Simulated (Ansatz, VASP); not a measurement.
Au in VASP and in Ansatz

```xyz
2
Lattice="1.3825 -2.5038 0.0000 1.3825 2.5038 0.0000 0.0000 0.0000 4.7933" Properties=species:S:1:pos:R:3 pbc="T T T"
Au    1.3825    0.8279    1.1983
Au    1.3825   -0.8279    3.5950
```

Change from the starting cell: volume scaled by 0.94.

Alike in both runs: task single point; functional PBE; k mesh 11 × 11 × 6; occupations fermi-dirac, width 0.05 eV; no spin polarisation.

```csv
,VASP,Ansatz
version,VASP 6.6.1,Ansatz 0.2.0
potentials or method,"VASP PAW PBE potentials, release 64 (Au), cutoff 520 eV","all-electron LAPW, scalar-relativistic"
```

|  | VASP | Ansatz | Ansatz less VASP |
| --- | --- | --- | --- |
| gap on the k mesh at the Fermi level (eV) | none | none | - |
| pressure (GPa) | 14.3 | 14.7 | +0.31 |
| traceless stress, the component that is largest in VASP (GPa) | 4.32 | 4.35 | +0.028 |
| rms of the force components (eV/Å) | 0.028 | 0.029 | +0.0003 |

Atom by atom the forces differ by 0.000 eV/Å (rms over components). A gap of «none» marks a metal or a gap that the smearing closes. Ansatz ran all-electron here, and VASP with PAW potentials.

Neither program's run includes spin-orbit coupling.
